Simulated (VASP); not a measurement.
A run of VASP 6.6.1 is set up as follows.

Contents of POSCAR:

```
Al2InN3
1.0
    3.2266880296      0.0000000000      0.0000000000
   -1.6133440148      2.7943938038      0.0000000000
    0.0000000000      0.0000000000      8.0238727385
Al In N
2 1 3
Direct
    0.0000000000      0.0000000000     -0.0100934918
    0.6666666667      0.3333333333      0.6798428379
    0.3333333333      0.6666666667      0.3364989805
    0.6666666667      0.3333333333      0.9149471461
    0.3333333333      0.6666666667      0.6078091101
    0.0000000000      0.0000000000      0.2209954173
```

The input INCAR.step1:

```
SYSTEM = Al2InN3
PREC = Accurate ; ENCUT = 520
EDIFF = 1E-5 ; ISMEAR = 0
SIGMA = 0.01 ; LREAL = .FALSE.
LASPH = .TRUE. ; NELM = 100
ALGO = Normal ; ISIF = 2
LWAVE = .TRUE. ; LCHARG = .FALSE.
GGA = PE ; NBANDS = 26
```

File INCAR.step2:

```
SYSTEM = Al2InN3
PREC = Accurate ; ENCUT = 520
EDIFF = 1E-7 ; ISMEAR = 0
SIGMA = 0.01 ; LREAL = .FALSE.
LASPH = .TRUE. ; NELM = 100
ALGO = Normal ; ISIF = 2
LWAVE = .FALSE. ; LCHARG = .FALSE.
GGA = PE ; LHFCALC = .TRUE.
HFSCREEN = 0.2079 ; PRECFOCK = Fast
ISTART = 1 ; NBANDS = 26
```

KPOINTS

```
Automatic mesh
0
G
  6 6 2
  0 0 0
```

Potentials or basis: VASP PAW PBE potentials, release 64 (Al, In_d, N).

The run is started by

```bash
$ cat potpaw_PBE.64/Al/POTCAR potpaw_PBE.64/In_d/POTCAR potpaw_PBE.64/N/POTCAR > POTCAR
$ cp INCAR.step1 INCAR
$ mpirun -np 1 vasp_std > vasp.out
$ cp INCAR.step2 INCAR
$ mpirun -np 1 vasp_std > vasp.out
```

Task: Predict the band gap on the k mesh.

Result: 2.30 eV.

Task: Predict the pressure.

Result: -1.0 GPa.

Task: Predict the largest force.

Result: 0.190 eV/Å.

Forces in eV/Å, atoms in the order of the input:
```
Al   0.000  0.000  0.015
Al   0.000  0.000  0.084
In   0.000  0.000 -0.135
N    0.000  0.000 -0.031
N    0.000  0.000 -0.123
N    0.000  0.000  0.190
```

Caveat: the PAW data sets were made with another functional, which shifts forces and pressure a little; spin-orbit coupling is left out, which moves the levels of the heavy elements.
